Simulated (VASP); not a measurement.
The system is MgO.

```
CELL_PARAMETERS angstrom
0.00000 2.19073 2.19073
2.19073 0.00000 2.19073
2.19073 2.19073 0.00000
ATOMIC_POSITIONS crystal
Mg 0.00000 0.00000 0.00000
O 0.25000 0.25000 0.25000
```

This cell differs from its parent crystal: strain -4.0%.

Base run:

| Item | Value |
| --- | --- |
| Program | VASP 6.6.1 |
| Functional | r2SCAN |
| Potentials or basis | VASP PAW PBE potentials, release 64 (Mg, O) |
| Cutoff | 660 eV |
| k mesh | 10 × 10 × 10 |
| Occupations | gaussian, width 0.01 eV |
| Spin | no spin polarisation |

Its results: band gap on the k mesh 5.10 eV, indirect (the least direct gap lies 1.8 meV higher); pressure 19.2 GPa.

Problem. The run is repeated on the same cell with these changes: functional from r2SCAN to PBE; cutoff from 660 eV to 600 eV; occupations from gaussian, width 0.01 eV to fermi-dirac, width 0.02 eV. What comes out?

Solution. Band gap on the k mesh 4.38 eV, indirect (the least direct gap lies 1.3 meV higher); pressure 23.6 GPa.

Caveats: the PAW data sets were made with another functional, which shifts forces and pressure a little (some runs).

